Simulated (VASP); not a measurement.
# NaI (I4/mmm) in VASP: notebook, part 2 of 2

VASP 6.6.1. Earlier steps stand in the parts before.

## 3. Single point, r2SCAN (uniaxial z strain +5.7%)

The input, POSCAR:

```
NaI
1.0
    0.0000000000      3.2296282834      3.4146859840
    3.2296282834      0.0000000000      3.4146859840
    3.2296282834      3.2296282834      0.0000000000
Na I
1 1
Direct
    0.0000000000      0.0000000000      0.0000000000
    0.5000000000      0.5000000000      0.5000000000
```

The input, INCAR.step1:

```
PREC     = Accurate       # precision mode
ENCUT    = 520            # plane-wave cutoff, eV
ISMEAR   = 0              # smearing method
SIGMA    = 0.01           # smearing width, eV
LREAL    = False          # projectors in reciprocal space
LASPH    = True           # aspherical terms in the spheres
NELM     = 80             # most SCF steps
NBANDS   = 14             # bands
GGA      = PE             # functional
ALGO     = Normal         # electronic algorithm
EDIFF    = 1E-4           # SCF threshold, eV
LWAVE    = True           # write WAVECAR
LCHARG   = False          # write CHGCAR
```

The input, INCAR.step2:

```
PREC     = Accurate       # precision mode
ENCUT    = 520            # plane-wave cutoff, eV
EDIFF    = 1E-6           # SCF threshold, eV
ISMEAR   = 0              # smearing method
SIGMA    = 0.01           # smearing width, eV
LREAL    = False          # projectors in reciprocal space
LASPH    = True           # aspherical terms in the spheres
NELM     = 80             # most SCF steps
ALGO     = Normal         # electronic algorithm
ISIF     = 2              # what is computed and relaxed
LWAVE    = False          # write WAVECAR
LCHARG   = False          # write CHGCAR
METAGGA  = R2SCAN         # meta-GGA
LMIXTAU  = True         
NBANDS   = 14             # bands
ISTART   = 1
```

The input, KPOINTS:

```
Automatic mesh
0
Gamma
  8 8 8
```

Potentials or basis: VASP PAW PBE potentials, release 64 (Na_pv, I).

Started as:

```bash
$ cat potpaw_PBE.64/Na_pv/POTCAR potpaw_PBE.64/I/POTCAR > POTCAR
$ cp INCAR.step1 INCAR
$ mpirun -np 1 vasp_std > vasp.out
$ cp INCAR.step2 INCAR
$ mpirun -np 1 vasp_std > vasp.out
```

OUTCAR:

```text
PREC = Accurate
   ENCUT = 520
   EDIFF = 1E-6
   ISMEAR = 0
   LREAL = False
   LASPH = True
   NELM = 80
   ISIF = 2
   METAGGA = R2SCAN
   ISTART = 1

 ion  position               nearest neighbor table
   1  0.000  0.000  0.000-
   2  0.500  0.500  0.500-

  LATTYP: Found a body centered tetragonal cell.
 ALAT       =     4.5673841198
 C/A-ratio  =     1.4952479995

  Lattice vectors:

 A1 = (  -3.2296282834,   0.0000000000,   3.4146859840)
 A2 = (   3.2296282834,   0.0000000000,   3.4146859840)
 A3 = (   0.0000000000,   3.2296282834,  -3.4146859840)

Analysis of symmetry for initial positions (statically):
=====================================================================
 Subroutine PRICEL returns:
 Original cell was already a primitive cell.

 Routine SETGRP: Setting up the symmetry group for a
 body centered tetragonal supercell.

 Subroutine GETGRP returns: Found 16 space group operations
 (whereof 16 operations were pure point group operations)
 out of a pool of 16 trial point group operations.

The static configuration has the point symmetry D_4h.

Analysis of symmetry for dynamics (positions and initial velocities):
=====================================================================
 Subroutine PRICEL returns:
 Original cell was already a primitive cell.

 Routine SETGRP: Setting up the symmetry group for a
 body centered tetragonal supercell.

 Subroutine GETGRP returns: Found 16 space group operations
 (whereof 16 operations were pure point group operations)
 out of a pool of 16 trial point group operations.

The dynamic configuration has the point symmetry D_4h.

 Subroutine INISYM returns: Found 16 space group operations
 (whereof 16 operations are pure point group operations),
 and found     1 'primitive' translations

----------------------------------------------------------------------------------------

                                     Primitive cell

[... 113 lines left out ...]
  Thomas-Fermi vector in A             =   2.080327
   LORBIT       =      0    0 simple, 1 ext, 2 COOP (PROOUT), +10 PAW based schemes
   METAGGA = R2SCAN    functional components
   LHFCALC =     F    Hartree Fock is set to
   AEXX    =    0.0000 exact exchange contribution
   IVDW    =     0    specifies the selected vdW correction
   LEPSILON=     F    determine dielectric tensor
   LRPA    =     F    only Hartree local field effects (RPA)
 non-spin polarized calculation
 Gauss-broadening in eV      SIGMA  =   0.01
  energy-cutoff  :      520.00
  volume of cell :       71.23
 maximum number of plane-waves:      1934
   NGX = 17   NGY = 17   NGZ = 17

 number of electron      13.9999997 magnetization

 Free energy of the ion-electron system (eV)
  ---------------------------------------------------
  ext. energy  EPLUGINS =         0.00000000
  ---------------------------------------------------
  free energy    TOTEN  =       -31.06502713 eV

  energy without entropy =      -31.06502713  energy(sigma->0) =      -31.06502713

 E-fermi :   0.2497     XC(G=0):  -7.8553

 val. band max:        0.1776616781   @ k =   0.0000   0.0000   0.0000
 cond. band min:       4.4424832409   @ k =   0.0000   0.0000   0.0000
 fundamental gap:      4.2648215628
 Fermi energy:         0.2496516531

 k-point     1 :       0.0000    0.0000    0.0000
  band No.  band energies     occupation
      1     -23.1611      2.00000
      2     -23.1551      2.00000
      3     -23.1549      2.00000
      4     -11.0797      2.00000
      5       0.1249      2.00000
      6       0.1249      2.00000
      7       0.1777      2.00000
      8       4.4425      0.00000
      9       8.3953      0.00000
     10       8.7484      0.00000
     11       8.7484      0.00000
     12      10.0822      0.00000
     13      10.6879      0.00000
     14      11.2177      0.00000
[... 377 lines left out ...]
      1     -23.1622      2.00000
      2     -23.1573      2.00000
      3     -23.1553      2.00000
      4     -10.8410      2.00000
      5      -1.4602      2.00000
      6      -0.1996      2.00000
      7      -0.1904      2.00000
      8       6.1635      0.00000
      9       7.9181      0.00000
     10       8.2198      0.00000
     11       8.7309      0.00000
     12      10.7641      0.00000
     13      11.8633      0.00000
     14      12.0092      0.00000

 [... further k-points ...]
[... 5 lines left out ...]
  --------------------------------------------------------------------------------------
  -------------------------------------------------------------------------------------
  Total       -0.1881429     -0.1881429     -0.6305082      0.0000000     -0.0000000      0.0000000
  in kB       -4.2316785     -4.2316785    -14.1812824      0.0000000     -0.0000000      0.0000000
  external PRESSURE =      -7.5482132 kB  Pullay stress =       0.0000000 kB

 VOLUME and BASIS-vectors are now :
 -----------------------------------------------------------------------------
  energy-cutoff  :      520.00
  volume of cell :       71.23
      direct lattice vectors                 reciprocal lattice vectors
     0.000000000  3.229628283  3.414685984    -0.154816578  0.154816578  0.146426349
     3.229628283  0.000000000  3.414685984     0.154816578 -0.154816578  0.146426349
     3.229628283  3.229628283  0.000000000     0.154816578  0.154816578 -0.146426349

 POSITION                                       TOTAL-FORCE (eV/Angst)
 -----------------------------------------------------------------------------------
      0.00000      0.00000      0.00000         0.000000      0.000000      0.000000
      3.22963      3.22963      3.41469        -0.000000     -0.000000      0.000000
 -----------------------------------------------------------------------------------
    total drift:                                0.000000      0.000000      0.000000

  FREE ENERGIE OF THE ION-ELECTRON SYSTEM (eV)
  ---------------------------------------------------
  free  energy   TOTEN  =       -31.0650271283 eV

  energy  without entropy=      -31.0650271283  energy(sigma->0) =      -31.06502713
```

OUTCAR.step1:

```text
PREC = Accurate
   ENCUT = 520
   ISMEAR = 0
   LREAL = False
   LASPH = True
[... 630 lines left out ...]
      0.00000      0.00000      0.00000        -0.000000      0.000000      0.000000
      3.22963      3.22963      3.41469         0.000000     -0.000000      0.000000
 -----------------------------------------------------------------------------------
    total drift:                                0.000000      0.000000      0.000000

  FREE ENERGIE OF THE ION-ELECTRON SYSTEM (eV)
  ---------------------------------------------------
  free  energy   TOTEN  =        -5.3779038479 eV

  energy  without entropy=       -5.3779038479  energy(sigma->0) =       -5.37790385
```

OSZICAR.step1:

```text
N       E                     dE             d eps       ncg     rms          rms(c)
DAV:   1     0.833762852113E+02    0.83376E+02   -0.65803E+03  1660   0.888E+02
DAV:   2     0.129594194788E+01   -0.82080E+02   -0.76512E+02  1730   0.217E+02
DAV:   3    -0.528541492126E+01   -0.65814E+01   -0.65393E+01  2162   0.606E+01
DAV:   4    -0.544947820115E+01   -0.16406E+00   -0.16402E+00  2038   0.100E+01
DAV:   5    -0.545391046768E+01   -0.44323E-02   -0.44322E-02  2254   0.161E+00    0.159E+00
DAV:   6    -0.538541113669E+01    0.68499E-01   -0.80357E-02  1988   0.160E+00    0.107E+00
DAV:   7    -0.537555523390E+01    0.98559E-02   -0.70857E-02  2072   0.134E+00    0.618E-01
DAV:   8    -0.537794870739E+01   -0.23935E-02   -0.60057E-03  1952   0.599E-01    0.180E-01
DAV:   9    -0.537790384790E+01    0.44859E-04   -0.21029E-04  1994   0.123E-01
   1 F= -.53779038E+01 E0= -.53779038E+01  d E =-.121170E-26
```

Wall time 3.9 min (1 thread of Intel Xeon Platinum 8488C (Sapphire Rapids), shared host); peak memory 0.25 GiB.

Results:

```
Free energy            : -31.0650 eV
Pressure               : -0.8 GPa
Band gap on the k mesh : 4.26 eV, direct
```

Levels at points of the mesh, in eV from the valence-band top:
| k point | band 3 | band 4 | band 5 | band 6 | band 7 | band 8 | band 9 | band 10 | band 11 | band 12 |
| --- | --- | --- | --- | --- | --- | --- | --- | --- | --- | --- |
| (0.00, 0.00, 0.00) | -23.33 | -11.26 | -0.05 | -0.05 | 0.00 | 4.26 | 8.22 | 8.57 | 8.57 | 9.90 |
| (0.50, 0.00, 0.00) | -23.33 | -10.97 | -2.05 | -0.35 | -0.26 | 5.63 | 7.82 | 8.21 | 9.37 | 10.90 |
| (0.50, 0.50, 0.00) | -23.33 | -10.93 | -1.81 | -0.65 | -0.65 | 5.22 | 6.17 | 10.08 | 11.98 | 12.12 |
| (0.50, 0.00, 0.50) | -23.33 | -10.88 | -1.81 | -0.87 | -0.66 | 5.15 | 6.03 | 10.49 | 11.43 | 11.92 |

Caveat: the cell differs from its parent crystal (uniaxial z strain +5.7%); the PAW data sets were made with another functional, which shifts forces and pressure a little; spin-orbit coupling is left out, which moves the levels of the heavy elements.
